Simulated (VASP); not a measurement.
# Sc (P6/mmm) in VASP: further runs, part 2 of 2

VASP 6.6.1. The steps go on from the part before.

## Step 3: Single point, PBE (22.59 Å³/atom)

This run uses another cell than the first one, of 22.59 Å³/atom.

The input, INCAR:

```
SYSTEM = Sc
PREC     = Accurate       ! precision mode
ENCUT    = 520            ! plane-wave cutoff, eV
EDIFF    = 1E-6           ! SCF threshold, eV
ISMEAR   = -1             ! smearing method
SIGMA    = 0.1            ! smearing width, eV
LREAL    = .False.        ! projectors in reciprocal space
LASPH    = .True.         ! aspherical terms in the spheres
NELM     = 80             ! most SCF steps
ALGO     = Normal         ! electronic algorithm
ISIF     = 2              ! what is computed and relaxed
LWAVE    = .False.        ! write WAVECAR
LCHARG   = .False.        ! write CHGCAR
GGA      = PE             ! functional
NBANDS   = 24             ! bands
```

The input, KPOINTS:

```
regular mesh
0
Gamma
  8 8 11
  0 0 0
```

The input, POSCAR:

```
Sc
1.0
    4.9987610485      0.0000000000      0.0000000000
   -2.4993805243      4.3290540555      0.0000000000
    0.0000000000      0.0000000000      3.1311022598
Sc
3
Direct
    1.0000000000      1.0000000000      0.0000000000
    0.3333333333      0.6666666667      0.5000000000
    0.6666666667      0.3333333333      0.5000000000
```

Potentials or basis: VASP PAW PBE potentials, release 64 (Sc_sv).

On the command line:

```
> cat potpaw_PBE.64/Sc_sv/POTCAR > POTCAR
> mpirun -np 1 vasp_std > vasp.out
```

OUTCAR:

```text
SYSTEM = Sc
   PREC = Accurate
   ENCUT = 520
   EDIFF = 1E-6
   ISMEAR = -1
   LREAL = .False.
   LASPH = .True.
   NELM = 80
   ISIF = 2
   GGA = PE

 ion  position               nearest neighbor table
   1  0.000  0.000  0.000-   2 3.28   3 3.28   2 3.28   3 3.28   3 3.28   3 3.28   2 3.28   2 3.28
                             3 3.28   3 3.28   2 3.28   2 3.28
   2  0.333  0.667  0.500-   3 2.89   3 2.89   3 2.89   1 3.28   1 3.28   1 3.28   1 3.28   1 3.28
                             1 3.28
   3  0.667  0.333  0.500-   2 2.89   2 2.89   2 2.89   1 3.28   1 3.28   1 3.28   1 3.28   1 3.28
                             1 3.28

  LATTYP: Found a hexagonal cell.
 ALAT       =     4.9987610485
 C/A-ratio  =     0.6263756618

  Lattice vectors:

 A1 = (   4.9987610485,   0.0000000000,   0.0000000000)
 A2 = (  -2.4993805243,   4.3290540555,   0.0000000000)
 A3 = (   0.0000000000,   0.0000000000,   3.1311022598)

Analysis of symmetry for initial positions (statically):
=====================================================================
 Subroutine PRICEL returns:
 Original cell was already a primitive cell.

 Routine SETGRP: Setting up the symmetry group for a
 hexagonal supercell.

 Subroutine GETGRP returns: Found 24 space group operations
 (whereof 24 operations were pure point group operations)
 out of a pool of 24 trial point group operations.

The static configuration has the point symmetry D_6h.

Analysis of symmetry for dynamics (positions and initial velocities):
=====================================================================
 Subroutine PRICEL returns:
 Original cell was already a primitive cell.

 Routine SETGRP: Setting up the symmetry group for a
 hexagonal supercell.

 Subroutine GETGRP returns: Found 24 space group operations
 (whereof 24 operations were pure point group operations)
 out of a pool of 24 trial point group operations.
[... 118 lines left out ...]
   ISMEAR =    -1;   SIGMA  =   0.10  broadening in eV -4-tet -1-fermi 0-gaus
   EFERMI_NEDOS =   21; number of points for ismear=-14 and -15
   IALGO  =     38    algorithm
   IMIX   =      4    mixing-type and parameters
     AMIX     =   0.40;   BMIX     =  1.00
     AMIX_MAG =   1.60;   BMIX_MAG =  1.00
  volume/ion in A,a.u.               =      22.59       152.42
  Fermi-wavevector in a.u.,A,eV,Ry     =   1.288038  2.434038 22.572627  1.659041
  Thomas-Fermi vector in A             =   2.420016
   LORBIT       =      0    0 simple, 1 ext, 2 COOP (PROOUT), +10 PAW based schemes
   GGA     = PE    functional components
   LHFCALC =     F    Hartree Fock is set to
   AEXX    =    0.0000 exact exchange contribution
   IVDW    =     0    specifies the selected vdW correction
   LEPSILON=     F    determine dielectric tensor
   LRPA    =     F    only Hartree local field effects (RPA)
 non-spin polarized calculation
  energy-cutoff  :      520.00
  volume of cell :       67.76
 maximum number of plane-waves:      1866
 NGX is ok and might be reduce to    40
   NGX = 19   NGY = 19   NGZ = 11

 number of electron      32.9999996 magnetization

 Free energy of the ion-electron system (eV)
  ---------------------------------------------------
  ext. energy  EPLUGINS =         0.00000000
  ---------------------------------------------------
  free energy    TOTEN  =       -18.57763304 eV

  energy without entropy =      -18.39635169  energy(sigma->0) =      -18.48699236

 E-fermi :   4.1510     XC(G=0): -10.2283

 val. band max:        4.1496502507   @ k =   0.5000  -0.0000   0.3636
 cond. band min:       4.1670021356   @ k =   0.3750   0.0000   0.3636
 fundamental gap:      0.0173518849
 Fermi energy:         4.1510213045

 k-point     1 :       0.0000    0.0000    0.0000
  band No.  band energies     occupation
      1     -45.0390      2.00000
      2     -44.9363      2.00000
      3     -44.8940      2.00000
      4     -23.8473      2.00000
      5     -23.8473      2.00000
      6     -23.6875      2.00000
[... 637 lines left out ...]
     23       6.5854      0.00000
     24       7.0900      0.00000

 [... further k-points ...]

------------------------ aborting loop because EDIFF is reached ----------------------------------------

  FORCE on cell =-STRESS in cart. coord.  units (eV):
  Direction    XX          YY          ZZ          XY          YZ          ZX
  --------------------------------------------------------------------------------------
  -------------------------------------------------------------------------------------
  Total        2.1265493      2.1265493      2.1748103     -0.0000000      0.0000000      0.0000000
  in kB       50.2844156     50.2844156     51.4255952     -0.0000000      0.0000000      0.0000000
  external PRESSURE =      50.6648088 kB  Pullay stress =       0.0000000 kB

 VOLUME and BASIS-vectors are now :
 -----------------------------------------------------------------------------
  energy-cutoff  :      520.00
  volume of cell :       67.76
      direct lattice vectors                 reciprocal lattice vectors
     4.998761048  0.000000000  0.000000000     0.200049570  0.115498673  0.000000000
    -2.499380524  4.329054056  0.000000000     0.000000000  0.230997347  0.000000000
     0.000000000  0.000000000  3.131102260     0.000000000  0.000000000  0.319376346

 POSITION                                       TOTAL-FORCE (eV/Angst)
 -----------------------------------------------------------------------------------
      0.00000      0.00000      0.00000         0.000000      0.000000      0.000000
     -0.00000      2.88604      1.56555         0.000000      0.000000      0.000000
      2.49938      1.44302      1.56555        -0.000000      0.000000     -0.000000
 -----------------------------------------------------------------------------------
    total drift:                               -0.000000      0.000000      0.000000

  FREE ENERGIE OF THE ION-ELECTRON SYSTEM (eV)
  ---------------------------------------------------
  free  energy   TOTEN  =       -18.5776330423 eV

  energy  without entropy=      -18.3963516874  energy(sigma->0) =      -18.48699236
```

OSZICAR:

```text
N       E                     dE             d eps       ncg     rms          rms(c)
DAV:   1     0.547416962818E+03    0.54742E+03   -0.14394E+04  2880   0.146E+03
DAV:   2     0.358384467411E+01   -0.54383E+03   -0.53523E+03  3736   0.644E+02
DAV:   3    -0.198585465517E+02   -0.23442E+02   -0.22341E+02  4632   0.177E+02
DAV:   4    -0.204762002789E+02   -0.61765E+00   -0.60491E+00  4824   0.282E+01
DAV:   5    -0.204884601522E+02   -0.12260E-01   -0.12240E-01  4632   0.463E+00    0.102E+01
DAV:   6    -0.188226574421E+02    0.16658E+01   -0.36617E+00  3968   0.201E+01    0.314E+00
DAV:   7    -0.185983471792E+02    0.22431E+00   -0.94199E-01  4304   0.977E+00    0.105E+00
DAV:   8    -0.185858402109E+02    0.12507E-01   -0.56826E-02  4784   0.315E+00    0.655E-01
DAV:   9    -0.185779951586E+02    0.78451E-02   -0.24476E-02  5080   0.202E+00    0.152E-01
DAV:  10    -0.185776258306E+02    0.36933E-03   -0.30687E-03  4384   0.701E-01    0.261E-02
DAV:  11    -0.185776333750E+02   -0.75444E-05   -0.12452E-04  4992   0.130E-01    0.116E-02
DAV:  12    -0.185776355293E+02   -0.21543E-05   -0.67722E-06  3984   0.328E-02    0.481E-03
DAV:  13    -0.185776333008E+02    0.22285E-05   -0.13289E-06  2752   0.189E-02    0.993E-04
DAV:  14    -0.185776330423E+02    0.25851E-06   -0.29438E-07  2360   0.970E-03
   1 F= -.18577633E+02 E0= -.18486992E+02  d E =-.181281E+00
```

Run time: 2.1 min. Hardware: 1 thread of Intel Xeon 8259CL, shared host; peak memory 0.23 GiB.

What came out:

```yaml
Free_energy: -18.5776 eV
Pressure: 5.1 GPa
Band_gap_on_the_k_mesh: zero (an odd number of electrons rules out a gap without spin polarisation)
```

Caveat: the cell stands under pressure.

## Step 4: Single point, PBE (23.57 Å³/atom)

This run uses another cell than the first one, of 23.57 Å³/atom.

The input, INCAR:

```
  PREC = Accurate
  ENCUT = 520
  EDIFF = 1E-6
  ISMEAR = -1
  SIGMA = 0.1
  LREAL = F
  LASPH = T
  NELM = 100
  ALGO = Normal
  ISIF = 2
  LWAVE = F
  LCHARG = F
  GGA = PE
  NBANDS = 24
```

The input, KPOINTS:

```
regular mesh
0
Gamma
  8 8 11
```

The input, POSCAR:

```
Sc
1.0
    5.0701815700      0.0000000000      0.0000000000
   -2.5350907850      4.3909060414      0.0000000000
    0.0000000000      0.0000000000      3.1758383361
Sc
3
Direct
    1.0000000000      1.0000000000      0.0000000000
    0.3333333333      0.6666666667      0.5000000000
    0.6666666667      0.3333333333      0.5000000000
```

On the command line:

```
> cat potpaw_PBE.64/Sc_sv/POTCAR > POTCAR
> mpirun -np 1 vasp_std > vasp.out
```

Run time: 2.1 min. Hardware: 1 thread of Intel Xeon 8259CL, shared host; peak memory 0.23 GiB.

Results (log left out):

```
Free energy            : -18.6464 eV
Pressure               : 2.3 GPa
Band gap on the k mesh : zero (an odd number of electrons rules out a gap without spin polarisation)
```

Levels at points of the mesh, in eV from the Fermi level:
```csv
k point,band 12,band 13,band 14,band 15,band 16,band 17,band 18,band 19,band 20,band 21
"(0.00, 0.00, 0.00)",-27.65,-5.14,-0.81,-0.03,-0.03,-0.01,-0.01,0.72,1.65,2.12
"(0.50, 0.00, 0.00)",-27.67,-3.09,-3.02,-1.63,0.47,0.61,0.66,0.82,1.02,1.44
```

## Step 5: Single point, PBE (24.55 Å³/atom)

This run uses another cell than the first one, of 24.55 Å³/atom.

The input, INCAR:

```
PREC = Accurate
ENCUT = 520
EDIFF = 1E-7
ISMEAR = -1
SIGMA = 0.1
LREAL = False
LASPH = True
NELM = 80
ALGO = Normal
ISIF = 2
LWAVE = False
LCHARG = True
GGA = PE
LELF = True
LVHAR = True
NBANDS = 24
```

The input, KPOINTS:

```
Automatic mesh
0
Gamma
  8 8 11
```

The input, POSCAR:

```
Sc
1.0
    5.1396447438      0.0000000000      0.0000000000
   -2.5698223719      4.4510629145      0.0000000000
    0.0000000000      0.0000000000      3.2193483776
Sc
3
Direct
    1.0000000000      1.0000000000      0.0000000000
    0.3333333333      0.6666666667      0.5000000000
    0.6666666667      0.3333333333      0.5000000000
```

On the command line:

```
> cat potpaw_PBE.64/Sc_sv/POTCAR > POTCAR
> mpirun -np 1 vasp_std > vasp.out
```

Wall time 2.3 min (1 thread of Intel Xeon 8259CL, shared host); peak memory 0.23 GiB.

The run converged. Its results:

- Free energy: -18.6688 eV
- Pressure: 0.0 GPa
- Band gap on the k mesh: zero (an odd number of electrons rules out a gap without spin polarisation)

Levels at points of the mesh, in eV from the Fermi level:
```tsv
k point	band 12	band 13	band 14	band 15	band 16	band 17	band 18	band 19	band 20	band 21
(0.00, 0.00, 0.00)	-27.78	-5.08	-0.76	-0.05	-0.05	-0.03	-0.03	0.68	1.59	2.04
(0.50, 0.00, 0.00)	-27.80	-3.07	-3.02	-1.58	0.47	0.60	0.65	0.71	0.99	1.39
```

## Step 6: The runs side by side

| cell | gap on the mesh (eV) | pressure (GPa) |
| --- | --- | --- |
| a = 4.925, b = 4.925, c = 3.085 Å, angles 90.0, 90.0, 120.0°, 3 atoms | none | 8.3 |
| a = 4.999, b = 4.999, c = 3.131 Å, angles 90.0, 90.0, 120.0°, 3 atoms | none | 5.1 |
| a = 5.070, b = 5.070, c = 3.176 Å, angles 90.0, 90.0, 120.0°, 3 atoms | none | 2.3 |
| a = 5.140, b = 5.140, c = 3.219 Å, angles 90.0, 90.0, 120.0°, 3 atoms | none | 0.0 |

Alike in all rows: task single point; level PBE; potentials or basis VASP PAW PBE potentials, release 64 (Sc_sv); no spin polarisation; k mesh 8 × 8 × 11; cutoff (eV) 520; smearing fermi-dirac 0.1 eV.

Caveats: the cell stands under pressure (at least some runs).

Absolute energies hang on the potentials; compare differences alone.
